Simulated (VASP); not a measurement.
Here is a VASP 6.6.1 calculation.

File INCAR:

```
SYSTEM = Cs2AgBiBr6
  PREC = Accurate
  ENCUT = 520
  EDIFF = 1E-6
  ISMEAR = -1
  SIGMA = 0.05
  LREAL = .False.
  LASPH = .True.
  NELM = 150
  ALGO = Normal
  ISIF = 2
  LWAVE = .False.
  LCHARG = .False.
  LMAXMIX = 4
  LDAU = .True.
  LDAUTYPE = 2
  LDAUL = -1 -1 2 -1
  LDAUU = 0 0 2 0
  LDAUJ = 0 0 0 0
  LDAUPRINT = 1
  NBANDS = 54
```

KPOINTS

```
Automatic mesh
0
Gamma
  4 4 4
  0 0 0
```

File POSCAR:

```
Cs2AgBiBr6
1.0
    0.0000000000      5.6161000000      5.6161000000
    5.6161000000      0.0000000000      5.6161000000
    5.6161000000      5.6161000000      0.0000000000
Bi Cs Ag Br
1 2 1 6
Direct
    0.0000000000      0.0000000000      0.0000000000
    0.7500000000      0.7500000000      0.7500000000
    0.2500000000      0.2500000000      0.2500000000
    0.5000000000      0.5000000000      0.5000000000
    0.7494500000      0.7494500000      0.2505500000
    0.2505500000      0.2505500000      0.7494500000
    0.7494500000      0.2505500000      0.2505500000
    0.7494500000      0.2505500000      0.7494500000
    0.2505500000      0.7494500000      0.7494500000
    0.2505500000      0.7494500000      0.2505500000
```

Potentials or basis: VASP PAW LDA potentials, release 64 (Bi_d, Cs_sv, Ag, Br).

Command:

```sh
$ cat potpaw_LDA.64/Bi_d/POTCAR potpaw_LDA.64/Cs_sv/POTCAR potpaw_LDA.64/Ag/POTCAR potpaw_LDA.64/Br/POTCAR > POTCAR
$ mpirun -np 1 vasp_std > vasp.out
```

Question: Estimate the pressure.

Answer: -1.4 GPa.

Question: Predict the largest force.

Answer: 0.322 eV/Å.

Question: What does it give for the band gap on the k mesh?

Answer: 1.28 eV (least direct gap 2.47 eV).

Eigenvalues of the final occupation matrices:
```
    site  spin  trace               eigenvalues
site 4 d     1   4.71  0.94 0.94 0.94 0.95 0.95
site 4 d     2   4.71  0.94 0.94 0.94 0.95 0.95
```

Caveat: spin-orbit coupling is left out, which moves the levels of the heavy elements. A k mesh can miss the band edges.
